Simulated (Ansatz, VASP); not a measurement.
# One calculation of Ti, two programs

The input POSCAR:

```
Ti
1.0
    0.0000000000      1.9488000000      1.8676000000
    1.9488000000      0.0000000000      1.8676000000
    1.9488000000      1.9488000000      0.0000000000
Ti
1
Direct
    0.0000000000      0.0000000000      0.0000000000
```

File INCAR.step1:

```
SYSTEM = Ti
PREC = Accurate
ENCUT = 520
ISMEAR = 0
SIGMA = 0.15
LREAL = .False.
LASPH = .True.
NELM = 100
NBANDS = 12
GGA = PE
ALGO = Normal
EDIFF = 1E-4
LWAVE = .True.
LCHARG = .False.
```

Contents of INCAR.step2:

```
SYSTEM = Ti
PREC = Accurate
ENCUT = 520
EDIFF = 1E-7
ISMEAR = 0
SIGMA = 0.15
LREAL = .False.
LASPH = .True.
NELM = 100
ALGO = Normal
ISIF = 2
LWAVE = .False.
LCHARG = .False.
METAGGA = R2SCAN
LMIXTAU = .True.
NBANDS = 12
ISTART = 1
```

KPOINTS

```
regular mesh
0
Gamma
  20 20 20
  0 0 0
```

Input for Ansatz:

```yaml
crystal:
  lattice:
    - [0.0, 1.9488, 1.8676]
    - [1.9488, 0.0, 1.8676]
    - [1.9488, 1.9488, 0.0]
  atoms:
    - { symbol: Ti, position: [0.0, 0.0, 0.0] }
basis:
  ecutwfc: 500
kpoints:
  mp_grid: { grid: [20, 20, 20] }
hamiltonian:
  xc: r2scan
scf:
  occupations: { method: gaussian, width: 0.15 }
output:
  forces: true
  stress: true
  eigenvalues: true
  write_density: true
  write_potential: true
  elf: true
  volumetric_format: npy
```

Change from the starting cell: strain -0.040 along x and y, -0.080 along z, atoms carried along.

Alike in both runs: task single point; functional r2SCAN; k mesh 20 × 20 × 20; occupations gaussian, width 0.15 eV; no spin polarisation.

|  | VASP | Ansatz |
| --- | --- | --- |
| version | VASP 6.6.1 | Ansatz 0.2.0 |
| potentials or method | VASP PAW PBE potentials, release 64 (Ti_sv), cutoff 520 eV | scalar-relativistic, plane waves, PAW |
| valence electrons in the cell | 12 | 12 |

VASP gave:

- gap on the k mesh at the Fermi level (eV): none
- pressure (GPa): 31.6
- traceless stress, the component that is largest in VASP (GPa): 0.79

Problem. Estimate Ansatz's values.

Solution. gap on the k mesh at the Fermi level (eV): none; pressure (GPa): 30.9; traceless stress, the component that is largest in VASP (GPa): 0.77.

VASP's potentials were made for PBE, not for r2SCAN. A gap of «none» marks a metal or a gap that the smearing closes. Both programs put the cell under a high pressure, so it lies far from rest at this level. The functional is the same, so the differences come from potentials, cutoffs and numerics.
